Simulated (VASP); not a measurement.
Crystal: NaF (Villiaumite).

```
CELL_PARAMETERS angstrom
0.00000 2.29724 2.29724
2.29724 0.00000 2.29724
2.29724 2.29724 0.00000
ATOMIC_POSITIONS crystal
Na 0.00000 0.00000 0.00000
F 0.50000 0.50000 0.50000
```

Base run:

| Quantity | Value |
| --- | --- |
| Program | VASP 6.6.1 |
| Functional | r2SCAN |
| Potentials or basis | VASP PAW PBE potentials, release 64 (Na_pv, F) |
| Cutoff | 660 eV |
| k mesh | 8 × 8 × 8 |
| Occupations | gaussian, width 0.01 eV |
| Spin | no spin polarisation |

Its results: band gap on the k mesh 7.32 eV, direct; pressure -0.8 GPa.

Problem. The run is repeated on the same cell with these changes: functional from r2SCAN to PBEsol; cutoff from 660 eV to 600 eV; k mesh from 8 × 8 × 8 to 4 × 4 × 4. What comes out?

Solution. Band gap on the k mesh 6.30 eV, direct; pressure 1.0 GPa.

Several settings changed at once, so the effect can't be laid on one alone.

Caveats: some runs use coarse meshes; the PAW data sets were made with another functional, which shifts forces and pressure a little.

